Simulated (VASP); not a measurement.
Write the native input for VASP 6.6.1 that does the following.

```yaml
Task: single point
Functional: AM05
Potentials_or_basis: VASP PAW PBE potentials, release 64 (Nb_sv)
Cutoff: 400 eV
k_mesh: 6 × 6 × 1
Occupations: gaussian, width 0.03 eV
Spin: no spin polarisation
Tolerance_level: standard
Dipole_correction: yes
Purpose: a run that is hard to end
Way: PBE orbitals, then all bands at once (ALGO All, ISEARCH 1)
Further_INCAR_settings: ALGO = All; EDIFF = 1e-06; NELMDL = -8; ISIF = 0
```

The system is Nb, a slab with vacuum.

```
CELL_PARAMETERS angstrom
2.88205 0.00000 0.00000
-0.96068 2.71722 0.00000
0.00000 0.00000 24.41272
ATOMIC_POSITIONS crystal
Nb 0.50000 0.50000 0.30722
Nb 0.00000 0.00000 0.40361
Nb 0.50000 0.50000 0.50000
Nb 0.00000 0.00000 0.59639
Nb 0.50000 0.50000 0.69278
```

These files were run (other wordings do the same):

POSCAR

```
Nb
1.0
    2.8820459413      0.0000000000      0.0000000000
   -0.9606819804      2.7172189717      0.0000000000
    0.0000000000      0.0000000000     24.4127226284
Nb
5
Direct
    0.5000000000      0.5000000000      0.3072168604
    0.0000000000      0.0000000000      0.4036084302
    0.5000000000      0.5000000000      0.5000000000
    0.0000000000      0.0000000000      0.5963915698
    0.5000000000      0.5000000000      0.6927831396
```

INCAR.step1

```
ALGO = Normal ; DIPOL = 0.5 0.5 0.500
EDIFF = 1E-5 ; EFERMI = MIDGAP
ENCUT = 400 ; GGA = PE
GGA_COMPAT = F ; IDIPOL = 3
ISIF = 0 ; ISMEAR = 0
LASPH = T ; LCHARG = T
LDIPOL = T ; LREAL = F
LWAVE = T ; NELM = 100
NELMDL = -8 ; PREC = Accurate
SIGMA = 0.03
```

INCAR.step2

```
ALGO = All ; DIPOL = 0.5 0.5 0.500
EDIFF = 1E-6 ; EFERMI = MIDGAP
ENCUT = 400 ; GGA = AM
GGA_COMPAT = F ; IDIPOL = 3
ISEARCH = 1 ; ISIF = 0
ISMEAR = 0 ; ISTART = 1
LASPH = T ; LCHARG = F
LDIPOL = T ; LREAL = F
LWAVE = F ; NELM = 100
NELMDL = -8 ; PREC = Accurate
SIGMA = 0.03
```

KPOINTS

```
k-points
0
Gamma
  6 6 1
```

Potentials or basis: VASP PAW PBE potentials, release 64 (Nb_sv).

Run with:

```bash
$ cat potpaw_PBE.64/Nb_sv/POTCAR > POTCAR
$ cp INCAR.step1 INCAR
$ mpirun -np 1 vasp_std > vasp.out
$ cp INCAR.step2 INCAR
$ mpirun -np 1 vasp_std > vasp.out
```

It gave:

The largest force is 0.822 eV/Å and the band gap on the k mesh is zero (an odd number of electrons rules out a gap without spin polarisation).

Caveat: the k points lie up to 0.39 Å⁻¹ apart, too coarse for converged energies and pressures of a metal; the PAW data sets were made with another functional, which shifts forces and pressure a little.

Wall time 2.3 min on 1 thread of Intel(R) Xeon(R) 6975P-C (Granite Rapids) (shared host), peak memory 0.3 GiB.
